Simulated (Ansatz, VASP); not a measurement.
Two plane-wave programs on TiC8

INCAR

```
SYSTEM = TiC8
PREC = Accurate
ENCUT = 600
EDIFF = 1E-6
ISMEAR = 0
SIGMA = 0.2
LREAL = .False.
LASPH = .True.
NELM = 80
ALGO = Normal
ISIF = 3
LWAVE = .False.
LCHARG = .False.
GGA = PE
IVDW = 12
IBRION = 2
NSW = 80
EDIFFG = -0.025
```

The input KPOINTS:

```
Automatic mesh
0
Gamma
  6 6 6
  0 0 0
```

POSCAR

```
TiC8
1.0
    0.0100980663      0.0094866620      3.6879234446
    5.0132843759     -0.0371042203      0.0138805875
   -2.5387753853      4.3550042612      0.0043528197
Ti C
1 8
Direct
    0.5373721091      1.0330998611     -0.0087743246
   -0.0075970156      0.3185706268      0.6716327625
    0.0575337086      0.3416920216      0.1921999205
   -0.0161855060      0.8046376379      0.6412040478
    0.0229028424      0.8245233047      0.1849044042
    0.0337258379      0.2037403896      0.8411277442
   -0.0208896870      0.1779843707      0.3376727489
   -0.0455766013      0.5918509377      0.7800738239
   -0.0612856879      0.7039008499      0.3599588726
```

Input for Ansatz:

```yaml
crystal:
  lattice:
    - [0.0100980663, 0.009486662, 3.6879234446]
    - [5.0132843759, -0.0371042203, 0.0138805875]
    - [-2.5387753853, 4.3550042612, 0.0043528197]
  atoms:
    - { symbol: Ti, position: [0.5373721091, 1.0330998611, -0.0087743246] }
    - { symbol: C, position: [-0.0075970156, 0.3185706268, 0.6716327625] }
    - { symbol: C, position: [0.0575337086, 0.3416920216, 0.1921999205] }
    - { symbol: C, position: [-0.016185506, 0.8046376379, 0.6412040478] }
    - { symbol: C, position: [0.0229028424, 0.8245233047, 0.1849044042] }
    - { symbol: C, position: [0.0337258379, 0.2037403896, 0.8411277442] }
    - { symbol: C, position: [-0.020889687, 0.1779843707, 0.3376727489] }
    - { symbol: C, position: [-0.0455766013, 0.5918509377, 0.7800738239] }
    - { symbol: C, position: [-0.0612856879, 0.7039008499, 0.3599588726] }
basis:
  ecutwfc: 420
kpoints:
  mp_grid: { grid: [6, 6, 6] }
hamiltonian:
  xc: pbe
  dispersion: d3bj
scf:
  occupations: { method: gaussian, width: 0.2 }
  lower_state_search: "off"
output:
  forces: true
  stress: true
  eigenvalues: true
relax:
  adjacent_minimum: "off"
  f_tol: 0.025
  max_steps: 60
  cell: { stress_tol: 0.25 }
```

Change from the starting cell: cell x1, atoms moved at random (sigma 0.15 Å) and cell strained at random (1.5 %), then relaxed without symmetry.

Alike in both runs: task relaxation of cell and atoms; functional PBE; dispersion D3(BJ); k mesh 6 × 6 × 6; occupations gaussian, width 0.2 eV; no spin polarisation.

|  | VASP | Ansatz |
| --- | --- | --- |
| version | VASP 6.6.1 | Ansatz 0.2.0 |
| potentials or method | VASP PAW PBE potentials, release 64 (Ti_sv, C), cutoff 600 eV | scalar-relativistic, plane waves, PAW |
| valence electrons in the cell | 44 | 44 |

Ansatz gave:

- gap on the k mesh at the Fermi level, each at its own relaxed structure (eV): none
- relaxed volume (Å³/atom): 8.76
- relaxed length of the cell vector where the two differ most in proportion (Å): 3.639

Q: Which values does VASP return?

A: gap on the k mesh at the Fermi level, each at its own relaxed structure (eV): none; relaxed volume (Å³/atom): 8.75; relaxed length of the cell vector where the two differ most in proportion (Å): 3.635.

A gap of «none» marks a metal or a gap that the smearing closes.
